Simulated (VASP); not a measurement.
# SrO (Immm) in VASP: further runs

SrO is run at these levels: r2SCAN; tasks: single point.

Program: VASP 6.6.1. These are calculated values, not measurements. Logs are shortened: lines on timing, memory, paths and dates and some standing lists are left out, and cuts for length are marked.

## (1) The cell of the first run

It takes space group Immm (No. 71, orthorhombic). The conventional cell has a = 3.562 Å, b = 3.707 Å, c = 5.140 Å, α = 90.00°, β = 90.00°, γ = 90.00°. Sr (site symmetry mmm) has 6 O at 2.57 Å within 3.4 Å. O (site symmetry mmm) has 6 Sr at 2.57 Å within 3.4 Å.

## (2) Single point, r2SCAN (strain -0.0400 x Voigt [0, 0, 0, 0, 0, 1])

File POSCAR:

```
SrO
1.0
   -0.0513960000      2.5698000000      2.5698000000
    2.5698000000     -0.0513960000      2.5698000000
    2.5184040000      2.5184040000      0.0000000000
Sr O
1 1
Direct
    0.0000000000      0.0000000000      0.0000000000
    0.5000000000      0.5000000000      0.5000000000
```

File INCAR.step1:

```
PREC     = Accurate       # precision mode
ENCUT    = 520            # plane-wave cutoff, eV
ISMEAR   = 0              # smearing method
SIGMA    = 0.05           # smearing width, eV
LREAL    = False          # projectors in reciprocal space
LASPH    = True           # aspherical terms in the spheres
NELM     = 100            # most SCF steps
NBANDS   = 15             # bands
GGA      = PE             # functional
ALGO     = Normal         # electronic algorithm
EDIFF    = 1E-4           # SCF threshold, eV
LWAVE    = True           # write WAVECAR
LCHARG   = False          # write CHGCAR
```

File INCAR.step2:

```
PREC     = Accurate       # precision mode
ENCUT    = 520            # plane-wave cutoff, eV
EDIFF    = 1E-6           # SCF threshold, eV
ISMEAR   = 0              # smearing method
SIGMA    = 0.05           # smearing width, eV
LREAL    = False          # projectors in reciprocal space
LASPH    = True           # aspherical terms in the spheres
NELM     = 100            # most SCF steps
ALGO     = Normal         # electronic algorithm
ISIF     = 2              # what is computed and relaxed
LWAVE    = False          # write WAVECAR
LCHARG   = True           # write CHGCAR
METAGGA  = R2SCAN         # meta-GGA
LMIXTAU  = True         
LELF     = True           # ELF
LVHAR    = True         
NBANDS   = 15             # bands
ISTART   = 1
```

File KPOINTS:

```
Automatic mesh
0
Gamma
  8 8 8
```

Potentials or basis: VASP PAW PBE potentials, release 64 (Sr_sv, O).

Launch:

```
$ cat potpaw_PBE.64/Sr_sv/POTCAR potpaw_PBE.64/O/POTCAR > POTCAR
$ cp INCAR.step1 INCAR
$ mpirun -np 1 vasp_std > vasp.out
$ cp INCAR.step2 INCAR
$ mpirun -np 1 vasp_std > vasp.out
```

OUTCAR:

```text
PREC = Accurate
   ENCUT = 520
   EDIFF = 1E-6
   ISMEAR = 0
   LREAL = False
   LASPH = True
   NELM = 100
   ISIF = 2
   METAGGA = R2SCAN
   ISTART = 1

 ion  position               nearest neighbor table
   1  0.000  0.000  0.000-   2 2.57   2 2.57   2 2.57   2 2.57   2 2.57   2 2.57
   2  0.500  0.500  0.500-   1 2.57   1 2.57   1 2.57   1 2.57   1 2.57   1 2.57

  LATTYP: Found a body centered orthorhombic cell.
 ALAT       =     3.5615610923
 B/A-ratio  =     1.0408163265
 C/A-ratio  =     1.4430750636

  Lattice vectors:

 A1 = (   0.0513960000,  -2.5698000000,  -2.5698000000)
 A2 = (  -0.0513960000,   2.5698000000,  -2.5698000000)
 A3 = (   2.5698000000,  -0.0513960000,   2.5698000000)

Analysis of symmetry for initial positions (statically):
=====================================================================
 Subroutine PRICEL returns:
 Original cell was already a primitive cell.

 Routine SETGRP: Setting up the symmetry group for a
 body centered orthorhombic supercell.

 Subroutine GETGRP returns: Found  8 space group operations
 (whereof  8 operations were pure point group operations)
 out of a pool of  8 trial point group operations.

The static configuration has the point symmetry D_2h.

Analysis of symmetry for dynamics (positions and initial velocities):
=====================================================================
 Subroutine PRICEL returns:
 Original cell was already a primitive cell.

 Routine SETGRP: Setting up the symmetry group for a
 body centered orthorhombic supercell.

 Subroutine GETGRP returns: Found  8 space group operations
 (whereof  8 operations were pure point group operations)
 out of a pool of  8 trial point group operations.

The dynamic configuration has the point symmetry D_2h.

 Subroutine INISYM returns: Found  8 space group operations
 (whereof  8 operations are pure point group operations),
 and found     1 'primitive' translations

----------------------------------------------------------------------------------------

                                     Primitive cell

  volume of cell :      33.9277

  direct lattice vectors                    reciprocal lattice vectors
    -0.051396000  2.569800000  2.569800000    -0.190752618  0.190752618  0.194567671
     2.569800000 -0.051396000  2.569800000     0.190752618 -0.190752618  0.194567671
     2.518404000  2.518404000  0.000000000     0.198538439  0.198538439 -0.194567671

  length of vectors
     3.634609419  3.634609419  3.561561092     0.332610435  0.332610435  0.341601526

  position of ions in fractional coordinates (direct lattice)
     0.000000000  0.000000000  0.000000000
     0.500000000  0.500000000  0.500000000

  ion indices of the primitive-cell ions
   primitive index   ion index
                 1           1
                 2           2

----------------------------------------------------------------------------------------

 KPOINTS: Automatic mesh

Automatic generation of k-mesh.
 Grid dimensions read from file:
 generate k-points for:    8    8    8

 Generating k-lattice:

  Cartesian coordinates                     Fractional coordinates (reciprocal lattice)
    -0.023844077  0.023844077  0.024320959     0.125000000  0.000000000  0.000000000
     0.023844077 -0.023844077  0.024320959     0.000000000  0.125000000  0.000000000
     0.024817305  0.024817305 -0.024320959     0.000000000  0.000000000  0.125000000

  Length of vectors
     0.041576304  0.041576304  0.042700191

  Shift w.r.t. Gamma in fractional coordinates (k-lattice)
     0.000000000  0.000000000  0.000000000

 Subroutine IBZKPT returns following result:
 ===========================================

 Found     95 irreducible k-points:

 Following reciprocal coordinates:
            Coordinates               Weight
  0.000000  0.000000  0.000000      1.000000
  0.125000  0.000000  0.000000      4.000000
  0.250000  0.000000  0.000000      4.000000
  0.375000  0.000000  0.000000      4.000000
  0.500000  0.000000  0.000000      2.000000
  0.125000  0.125000  0.000000      2.000000
[... 16 lines left out ...]
  0.125000 -0.000000  0.125000      4.000000
  0.250000 -0.000000  0.125000      8.000000
 [... further k-points ...]
   k-points           NKPTS =     95   k-points in BZ     NKDIM =     95   number of bands    NBANDS=     15
   number of dos      NEDOS =    301   number of ions     NIONS =      2
   total plane-waves  NPLWV =  21952
   dimension x,y,z NGX =    28 NGY =   28 NGZ =   28
   dimension x,y,z NGXF=    56 NGYF=   56 NGZF=   56
   ions per type =               1   1
   NGX,Y,Z   is equivalent  to a cutoff of  12.81, 12.81, 13.07 a.u.
   NGXF,Y,Z  is equivalent  to a cutoff of  25.61, 25.61, 26.14 a.u.
 SYSTEM =  unknown system
   PREC   = accura    normal or accurate (medium, high low for compatibility)
   ISTART =      1    job   : 0-new  1-cont  2-samecut
   ICHARG =      0    charge: 1-file 2-atom 10-const
[... 65 lines left out ...]
      3     -13.1498      2.00000
      4     -13.1441      2.00000
      5     -13.1338      2.00000
      6       1.3159      2.00000
      7       1.3526      2.00000
      8       1.4024      2.00000
      9       6.0129      0.00000
     10       7.8828      0.00000
     11       8.1241      0.00000
     12       8.3874      0.00000
     13      10.4689      0.00000
     14      10.4721      0.00000
     15      14.6712      0.00000

 k-point     2 :       0.1250    0.0000    0.0000
  band No.  band energies     occupation
      1     -32.1041      2.00000
      2     -14.9730      2.00000
      3     -13.1539      2.00000
      4     -13.1459      2.00000
      5     -12.8949      2.00000
      6       0.9064      2.00000
      7       1.1475      2.00000
      8       1.2235      2.00000
      9       6.6759      0.00000
     10       7.8553      0.00000
     11       8.3481      0.00000
     12       8.6873      0.00000
     13      10.8786      0.00000
     14      10.8829      0.00000
     15      15.6145      0.00000

 k-point     3 :       0.2500    0.0000    0.0000
  band No.  band energies     occupation
      1     -32.0577      2.00000
      2     -15.4957      2.00000
      3     -13.1749      2.00000
      4     -13.1731      2.00000
      5     -12.4789      2.00000
      6       0.1105      2.00000
      7       0.7270      2.00000
      8       0.8328      2.00000
      9       7.8045      0.00000
     10       8.2425      0.00000
     11       9.1338      0.00000
     12       9.4979      0.00000
     13      11.9177      0.00000
     14      11.9193      0.00000
     15      17.5340      0.00000

 k-point     4 :       0.3750    0.0000    0.0000
  band No.  band energies     occupation
      1     -32.0106      2.00000
      2     -15.9029      2.00000
      3     -13.2034      2.00000
      4     -13.1919      2.00000
      5     -12.1779      2.00000
      6      -0.5275      2.00000
      7       0.3566      2.00000
      8       0.4870      2.00000
      9       8.1629      0.00000
     10       9.7267      0.00000
     11      10.1055      0.00000
     12      10.4769      0.00000
     13      13.1902      0.00000
     14      13.2112      0.00000
     15      17.5629      0.00000
[... 307 lines left out ...]
 k-point    22 :      -0.0000   -0.0000    0.1250
  band No.  band energies     occupation
      1     -32.1014      2.00000
      2     -14.9606      2.00000
      3     -13.1602      2.00000
      4     -13.1564      2.00000
      5     -12.9085      2.00000
      6       0.9534      2.00000
      7       1.1067      2.00000
      8       1.1744      2.00000
      9       6.7126      0.00000
     10       8.0665      0.00000
     11       8.2080      0.00000
     12       8.5582      0.00000
     13      10.8818      0.00000
     14      10.8833      0.00000
     15      15.7792      0.00000

 k-point    23 :       0.1250   -0.0000    0.1250
  band No.  band energies     occupation
      1     -32.0960      2.00000
      2     -14.9975      2.00000
      3     -13.1976      2.00000
      4     -13.1970      2.00000
      5     -12.8316      2.00000
      6       0.6194      2.00000
      7       1.2850      2.00000
      8       1.2921      2.00000
      9       6.7734      0.00000
     10       7.4062      0.00000
     11       8.7919      0.00000
     12       8.8190      0.00000
     13      10.6867      0.00000
     14      11.2996      0.00000
     15      16.0068      0.00000

 k-point    24 :       0.2500   -0.0000    0.1250
  band No.  band energies     occupation
      1     -32.0596      2.00000
      2     -15.3390      2.00000
      3     -13.2409      2.00000
      4     -13.2331      2.00000
      5     -12.5866      2.00000
      6       0.1386      2.00000
      7       0.9941      2.00000
      8       1.0954      2.00000
      9       7.1550      0.00000
     10       7.7477      0.00000
     11       9.4668      0.00000
     12       9.6807      0.00000
     13      11.2972      0.00000
     14      12.1742      0.00000
     15      17.5896      0.00000

 [... further k-points ...]

------------------------ aborting loop because EDIFF is reached ----------------------------------------

  FORCE on cell =-STRESS in cart. coord.  units (eV):
  Direction    XX          YY          ZZ          XY          YZ          ZX
  --------------------------------------------------------------------------------------
  -------------------------------------------------------------------------------------
  Total        0.3609584      0.3609584      0.3376674      0.4685249      0.0000000      0.0000000
  in kB       17.0456460     17.0456460     15.9457692     22.1252913      0.0000000      0.0000000
  external PRESSURE =      16.6790204 kB  Pullay stress =       0.0000000 kB

 VOLUME and BASIS-vectors are now :
 -----------------------------------------------------------------------------
  energy-cutoff  :      520.00
  volume of cell :       33.93
      direct lattice vectors                 reciprocal lattice vectors
    -0.051396000  2.569800000  2.569800000    -0.190752618  0.190752618  0.194567671
     2.569800000 -0.051396000  2.569800000     0.190752618 -0.190752618  0.194567671
     2.518404000  2.518404000  0.000000000     0.198538439  0.198538439 -0.194567671

 POSITION                                       TOTAL-FORCE (eV/Angst)
 -----------------------------------------------------------------------------------
      0.00000      0.00000      0.00000        -0.000000     -0.000000      0.000000
      2.51840      2.51840      2.56980         0.000000      0.000000      0.000000
 -----------------------------------------------------------------------------------
    total drift:                                0.000000      0.000000      0.000000

  FREE ENERGIE OF THE ION-ELECTRON SYSTEM (eV)
  ---------------------------------------------------
  free  energy   TOTEN  =       -27.0430826427 eV

  energy  without entropy=      -27.0430826427  energy(sigma->0) =      -27.04308264
```

It took 2.2 min on 1 thread of AMD EPYC 9R45 (Zen 5), shared host; peak memory 0.17 GiB.

Results:

| Property | Result |
| --- | --- |
| Free energy | -27.0431 eV |
| Pressure | 1.7 GPa |
| Band gap on the k mesh | 3.69 eV (least direct gap 3.77 eV) |

Caveat: the cell differs from its parent crystal (strain -0.0400 x Voigt [0, 0, 0, 0, 0, 1]); the PAW data sets were made with another functional, which shifts forces and pressure a little. A k mesh can miss the band edges.

## (3) Single point, r2SCAN (strain +0.0300 x Voigt [0, 0, 0, 0, 0, 1])

File POSCAR:

```
SrO
1.0
    0.0385470000      2.5698000000      2.5698000000
    2.5698000000      0.0385470000      2.5698000000
    2.6083470000      2.6083470000      0.0000000000
Sr O
1 1
Direct
    0.0000000000      0.0000000000      0.0000000000
    0.5000000000      0.5000000000      0.5000000000
```

File INCAR.step1:

```
  PREC = Accurate
  ENCUT = 520
  ISMEAR = 0
  SIGMA = 0.05
  LREAL = F
  LASPH = T
  NELM = 100
  NBANDS = 15
  GGA = PE
  ALGO = Normal
  EDIFF = 1E-4
  LWAVE = T
  LCHARG = F
```

File INCAR.step2:

```
  PREC = Accurate
  ENCUT = 520
  EDIFF = 1E-6
  ISMEAR = 0
  SIGMA = 0.05
  LREAL = F
  LASPH = T
  NELM = 100
  ALGO = Normal
  ISIF = 2
  LWAVE = F
  LCHARG = F
  METAGGA = R2SCAN
  LMIXTAU = T
  NBANDS = 15
  ISTART = 1
```

File KPOINTS:

```
regular mesh
0
Gamma
  8 8 8
```

Potentials or basis: VASP PAW PBE potentials, release 64 (Sr_sv, O).

Launch:

```
$ cat potpaw_PBE.64/Sr_sv/POTCAR potpaw_PBE.64/O/POTCAR > POTCAR
$ cp INCAR.step1 INCAR
$ mpirun -np 1 vasp_std > vasp.out
$ cp INCAR.step2 INCAR
$ mpirun -np 1 vasp_std > vasp.out
```

Wall time 2.3 min (1 thread of AMD EPYC 9R45 (Zen 5), shared host); peak memory 0.17 GiB.

The run converged. Its results:

```
Free energy            : -27.0473 eV
Pressure               : 1.7 GPa
Band gap on the k mesh : 3.70 eV (least direct gap 3.78 eV)
```

Stress tensor (GPa, compression positive):
```
 1.70 -1.66  0.00
-1.66  1.70  0.00
 0.00  0.00  1.64
```

Levels at points of the mesh, in eV from the valence-band top:
```csv
k point,band 5,band 6,band 7,band 8,band 9,band 10,band 11,band 12
"(0.00, 0.00, 0.00)",-14.52,-0.06,-0.04,0.00,4.63,6.56,6.74,6.93
"(0.50, 0.00, 0.00)",-13.54,-2.16,-1.26,-1.16,7.11,9.08,9.38,9.68
"(0.50, 0.50, 0.00)",-14.87,-0.46,-0.15,-0.08,3.70,8.50,10.90,11.10
"(0.00, 0.00, 0.50)",-13.47,-2.15,-1.17,-1.07,7.03,9.04,9.24,9.53
"(0.50, 0.00, 0.50)",-14.89,-0.47,-0.12,-0.12,3.70,8.48,10.87,11.10
```

Caveat: the cell differs from its parent crystal (strain +0.0300 x Voigt [0, 0, 0, 0, 0, 1]); the PAW data sets were made with another functional, which shifts forces and pressure a little.

## (4) Single point, r2SCAN (strain -0.0200 x Voigt [0, 0, 0, 0, 0, 1])

File POSCAR:

```
SrO
1.0
   -0.0256980000      2.5698000000      2.5698000000
    2.5698000000     -0.0256980000      2.5698000000
    2.5441020000      2.5441020000      0.0000000000
Sr O
1 1
Direct
    0.0000000000      0.0000000000      0.0000000000
    0.5000000000      0.5000000000      0.5000000000
```

File INCAR.step1:

```
ALGO = Normal ; EDIFF = 1E-4
ENCUT = 520 ; GGA = PE
ISMEAR = 0 ; LASPH = True
LCHARG = False ; LREAL = False
LWAVE = True ; NBANDS = 15
NELM = 100 ; PREC = Accurate
SIGMA = 0.05
```

File INCAR.step2:

```
ALGO = Normal ; EDIFF = 1E-6
ENCUT = 520 ; ISIF = 2
ISMEAR = 0 ; ISTART = 1
LASPH = True ; LCHARG = False
LMIXTAU = True ; LREAL = False
LWAVE = False ; METAGGA = R2SCAN
NBANDS = 15 ; NELM = 100
PREC = Accurate ; SIGMA = 0.05
```

File KPOINTS:

```
k-points
0
Gamma
  8 8 8
```

Launch:

```
$ cat potpaw_PBE.64/Sr_sv/POTCAR potpaw_PBE.64/O/POTCAR > POTCAR
$ cp INCAR.step1 INCAR
$ mpirun -np 1 vasp_std > vasp.out
$ cp INCAR.step2 INCAR
$ mpirun -np 1 vasp_std > vasp.out
```

Wall time 2.1 min (1 thread of AMD EPYC 9R45 (Zen 5), shared host); peak memory 0.17 GiB.

It converged, with:

```
Free energy            : -27.0502 eV
Pressure               : 1.7 GPa
Band gap on the k mesh : 3.72 eV (least direct gap 3.80 eV)
```

Stress tensor (GPa, compression positive):
```
1.69 1.10 0.00
1.10 1.69 0.00
0.00 0.00 1.66
```

Levels at points of the mesh, in eV from the valence-band top:
```
           k point  band 5  band 6  band 7  band 8  band 9  band 10  band 11  band 12
(0.00, 0.00, 0.00)  -14.51   -0.04   -0.02    0.00    4.64     6.63     6.76     6.88
(0.50, 0.00, 0.00)  -13.47   -2.14   -1.16   -1.09    7.06     9.06     9.33     9.52
(0.50, 0.50, 0.00)  -14.86   -0.45   -0.13   -0.08    3.72     8.51    10.91    11.11
(0.00, 0.00, 0.50)  -13.52   -2.14   -1.22   -1.15    7.11     9.09     9.42     9.62
(0.50, 0.00, 0.50)  -14.87   -0.45   -0.11   -0.11    3.72     8.50    10.90    11.11
```

Caveat: the cell differs from its parent crystal (strain -0.0200 x Voigt [0, 0, 0, 0, 0, 1]); the PAW data sets were made with another functional, which shifts forces and pressure a little.

## (5) The runs side by side

```tsv
cell	gap on the mesh (eV)	pressure (GPa)
a = 3.635, b = 3.635, c = 3.562 Å, angles 60.7, 60.7, 61.3°, 2 atoms	3.69	1.7
a = 3.634, b = 3.634, c = 3.689 Å, angles 59.5, 59.5, 59.0°, 2 atoms	3.70	1.7
a = 3.634, b = 3.634, c = 3.598 Å, angles 60.3, 60.3, 60.7°, 2 atoms	3.72	1.7
```

Alike in all rows: task single point; level r2SCAN; potentials or basis VASP PAW PBE potentials, release 64 (Sr_sv, O); no spin polarisation; k mesh 8 × 8 × 8; cutoff (eV) 520; smearing gaussian 0.05 eV.

Caveats: the PAW data sets were made with another functional, which shifts forces and pressure a little.

Total energies depend on the potentials used, so only differences within one code and one set of settings carry meaning.
